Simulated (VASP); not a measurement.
Crystal: Bi2Se3 (Paraguanajuatite).

```xyz
5
Lattice="2.0715 1.1960 9.5453 -2.0715 1.1960 9.5453 0.0000 -2.3920 9.5453" Properties=species:S:1:pos:R:3 pbc="T T T"
Bi    0.0000    0.0000   17.1587
Bi    0.0000    0.0000   11.4773
Se    0.0000    0.0000   22.5738
Se    0.0000    0.0000    6.0622
Se    0.0000    0.0000    0.0000
```

- Program: VASP 6.6.1
- Task: relaxation of cell and atoms
- Functional: BLYP
- Dispersion: D4
- Potentials or basis: VASP PAW PBE potentials, release 64 (Bi_d, Se)
- Cutoff: 600 eV
- k mesh: 8 × 8 × 8
- Occupations: fermi-dirac, width 0.05 eV
- Spin: no spin polarisation

At the start: pressure 1.8 GPa; volume 28.38 Å³/atom.

**Question.** How do energy, volume and symmetry change on relaxing?

**Answer.** Over 12 steps the energy falls by 6.5 meV/atom and the volume is 28.79 Å³/atom (+1.5 %); space group R-3m (No. 166, to 0.05 Å).

Step by step:
```
step  energy change (eV)  largest force (eV/Å)  pressure (GPa)  volume (Å³)
   1              0.0000                0.3563            1.77       141.89
   2             -0.0123                0.1397           -1.30       148.44
   3             -0.0249                0.0678           -0.08       145.65
   4             -0.0262                0.0648           -0.07       145.49
   5             -0.0286                0.0673           -0.02       144.99
   6             -0.0289                0.0856            0.02       144.74
   7             -0.0303                0.0566           -0.01       144.67
   8             -0.0318                0.0255           -0.11       144.49
   9             -0.0320                0.0294            0.20       143.55
  10             -0.0321                0.0281            0.08       143.93
  11             -0.0322                0.0280           -0.05       144.01
  12             -0.0323                0.0023            0.01       143.97
```

Final structure:
```
Bi Se
1.0
     2.09855    1.21160    9.43739
    -2.09855    1.21160    9.43739
     0.00000   -2.42320    9.43739
Bi Se
2 3
Cartesian
  0.0000 0.0000 16.9405
  0.0000 0.0000 11.3716
  0.0000 0.0000 22.3781
  0.0000 0.0000 5.9341
  0.0000 0.0000 0.0000
```

Caveat: the PAW data sets were made with another functional, which shifts forces and pressure a little.
